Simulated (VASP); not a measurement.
Here is a VASP 6.6.1 calculation.

The input INCAR:

```
ALGO = Normal
EDIFF = 1E-6
ENCUT = 600
GGA = PE
GGA_COMPAT = False
ISIF = 2
ISMEAR = 0
LASPH = True
LCHARG = False
LREAL = False
LWAVE = False
NBANDS = 25
NELM = 120
PREC = Accurate
SIGMA = 0.01
```

File KPOINTS:

```
k-points
0
Gamma
  4 4 6
```

POSCAR

```
MgF2
1.0
    4.6220162608      0.0000000000      0.0000000000
    0.0000000000      4.6220162608      0.0000000000
    0.0000000000      0.0000000000      3.0461115457
Mg F
2 4
Direct
    0.0000000000      0.0000000000      0.0000000000
    0.5000000000      0.5000000000      0.5000000000
    0.3029506049      0.3029506049      0.0000000000
    0.1970493951      0.8029506049      0.5000000000
    0.6970493951      0.6970493951      0.0000000000
    0.8029506049      0.1970493951      0.5000000000
```

Potentials or basis: VASP PAW PBE potentials, release 64 (Mg, F).

Command:

```bash
$ cat potpaw_PBE.64/Mg/POTCAR potpaw_PBE.64/F/POTCAR > POTCAR
$ mpirun -np 1 vasp_std > vasp.out
```

Task: What does it give for the pressure?

Result: 3.9 GPa.

Task: Predict the largest force.

Result: 0.026 eV/Å.

Task: Predict the band gap on the k mesh.

Result: 7.12 eV, direct.

Forces on the atoms (eV/Å):
```
Mg   0.000  0.000  0.000
Mg   0.000  0.000  0.000
F   -0.018 -0.018  0.000
F    0.018 -0.018  0.000
F    0.018  0.018  0.000
F   -0.018  0.018  0.000
```

PBE gaps usually lie below the measured ones, often by a third to a half.
